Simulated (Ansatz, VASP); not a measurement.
# W5C: VASP beside Ansatz

```
W C
1.0
     3.01340    0.00000    0.00000
    -1.50670    2.60968    0.00000
     0.00000    0.00000   11.16471
W C
5 1
Direct
  0.33333 0.66667 0.11017
  0.66667 0.33333 0.88983
  0.00000 0.00000 0.50000
  0.33333 0.66667 0.68914
  0.66667 0.33333 0.31086
  0.00000 0.00000 0.00000
```

Alike in both runs: functional PBE; k mesh 12 × 12 × 4; occupations gaussian, width 0.1 eV; no spin polarisation.

Ansatz relaxed the structure, and its values are those at the end. VASP's run is a single point on that final structure, the one shown.

|  | VASP | Ansatz |
| --- | --- | --- |
| version | VASP 6.6.1 | Ansatz 0.2.0 |
| potentials or method | VASP PAW PBE potentials, release 64 (W_sv, C), cutoff 520 eV | scalar-relativistic, plane waves, PAW |
| valence electrons in the cell | 74 | 74 |

```csv
,VASP,Ansatz,Ansatz less VASP
gap on the k mesh at the Fermi level (eV),none,none,-
pressure (GPa),0.6,0.0,-0.60
rms of the force components (eV/Å),0.017,0.000,-0.0173
```

A gap of «none» marks a metal or a gap that the smearing closes.

Spin-orbit coupling is off throughout.
